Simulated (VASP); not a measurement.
# Tl: single point with PBE

The system is Tl.

```
CELL_PARAMETERS angstrom
3.24855 0.00000 0.00000
0.00000 3.24855 0.00000
0.00000 0.00000 3.24855
ATOMIC_POSITIONS crystal
Tl 0.00000 0.00000 0.00000
```

| Item | Value |
| --- | --- |
| Program | VASP 6.6.1 |
| Task | single point |
| Functional | PBE |
| Potentials or basis | VASP PAW PBE potentials, release 64 (Tl_d) |
| Cutoff | 520 eV |
| k mesh | 5 × 5 × 5 |
| Occupations | fermi-dirac, width 0.1 eV |
| Spin | no spin polarisation |

* Pressure: 0.2 GPa

Levels at points of the mesh, in eV from the Fermi level:
```
           k point  band 4  band 5  band 6  band 7  band 8  band 9
(0.00, 0.00, 0.00)  -11.33  -11.33   -9.38    6.37    6.37    6.37
```

Run time: 8.9 s on 1 thread of AMD EPYC 7571 (shared host), peak memory 0.1 GiB.

Caveat: the k points lie up to 0.39 Å⁻¹ apart; spin-orbit coupling is left out, which moves the levels of the heavy elements.
